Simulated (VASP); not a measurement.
Set up this calculation in VASP 6.6.1, as the native input.

```
Task                   : single point
Functional             : PBE
Potentials or basis    : VASP PAW PBE potentials, release 64 (Ba_sv, Ti_sv, O)
Cutoff                 : 520 eV
k mesh                 : 6 × 6 × 6
Occupations            : gaussian, width 0.05 eV
Spin                   : no spin polarisation
Dipole correction      : no
Further INCAR settings : ALGO = Normal; EDIFF = 1e-07; NBANDS = 28
```

The structure of BaTiO3 lies in POSCAR:

```
BaTiO3
1.0
    2.7342325099      1.6529946342      2.3563003940
   -2.7342325099      1.6529946342      2.3563003940
    0.0000000000     -3.3059892684      2.3563003940
Ba Ti O
1 1 3
Direct
    0.0049545205      0.0049545205      0.0049545205
    0.5191875227      0.5191875227      0.5191875227
    0.4883938465      0.4883938465      0.9777702638
    0.4883938465      0.9777702638      0.4883938465
    0.9777702638      0.4883938465      0.4883938465
```

This cell differs from its parent crystal: strain -0.0450 x Voigt [1, 0, 0, 0, 0, 0].

One way to write it, as run:

INCAR

```
SYSTEM = BaTiO3
ALGO = Normal
EDIFF = 1E-7
ENCUT = 520
GGA = PE
ISIF = 2
ISMEAR = 0
LASPH = .TRUE.
LCHARG = .FALSE.
LREAL = .FALSE.
LWAVE = .FALSE.
NBANDS = 28
NELM = 60
PREC = Accurate
SIGMA = 0.05
```

KPOINTS

```
k-points
0
G
  6 6 6
  0 0 0
```

Potentials or basis: VASP PAW PBE potentials, release 64 (Ba_sv, Ti_sv, O).

Command:

```bash
$ cat potpaw_PBE.64/Ba_sv/POTCAR potpaw_PBE.64/Ti_sv/POTCAR potpaw_PBE.64/O/POTCAR > POTCAR
$ mpirun -np 1 vasp_std > vasp.out
```

Results of the run:

```json
{
 "Pressure": "10.3 GPa",
 "Largest force": "0.714 eV/Å",
 "Band gap on the k mesh": "2.61 eV (least direct gap 3.01 eV)"
}
```

Caveat: the cell differs from its parent crystal (strain -0.0450 x Voigt [1, 0, 0, 0, 0, 0]); the cell stands under pressure; spin-orbit coupling is left out, which moves the levels of the heavy elements.

Wall time 63 s on 1 thread of Intel(R) Xeon(R) 6975P-C (Granite Rapids), with other jobs on the host, peak memory 0.25 GiB.
